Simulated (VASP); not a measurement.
The system is SrTiO3.

```
Sr Ti O
1.0
     3.93640    0.00000    0.00000
     0.00000    3.93640    0.00000
     0.00000    0.00000    3.93640
Sr Ti O
1 1 3
Direct
  0.50000 0.50000 0.50000
  0.00000 0.00000 0.00000
  0.50000 0.00000 0.00000
  0.00000 0.50000 0.00000
  0.00000 0.00000 0.50000
```

- Program: VASP 6.6.1
- Task: relaxation of cell and atoms
- Functional: PBE
- Dispersion: D3(BJ)
- Potentials or basis: VASP PAW PBE potentials, release 64 (Sr_sv, Ti_sv, O)
- Cutoff: 600 eV
- k mesh: 8 × 8 × 8
- Occupations: gaussian, width 0.02 eV
- Spin: no spin polarisation

At the start: pressure -3.0 GPa; volume 12.20 Å³/atom.

Question: Where does the relaxation end?

Answer: Over 3 steps the energy falls by 2.1 meV/atom and the volume is 11.98 Å³/atom (-1.8 %); space group Pm-3m (No. 221, to 0.05 Å).

The path:
```tsv
step	energy change (eV)	largest force (eV/Å)	pressure (GPa)	volume (Å³)
1	0.0000	0.0000	-3.02	61.00
2	-0.0022	0.0000	2.86	58.99
3	-0.0104	0.0000	0.00	59.92
```

Final structure:
```
CELL_PARAMETERS angstrom
3.91305 0.00000 0.00000
0.00000 3.91305 0.00000
0.00000 0.00000 3.91305
ATOMIC_POSITIONS crystal
Sr 0.50000 0.50000 0.50000
Ti 0.00000 0.00000 0.00000
O 0.50000 0.00000 0.00000
O 0.00000 0.50000 0.00000
O 0.00000 0.00000 0.50000
```
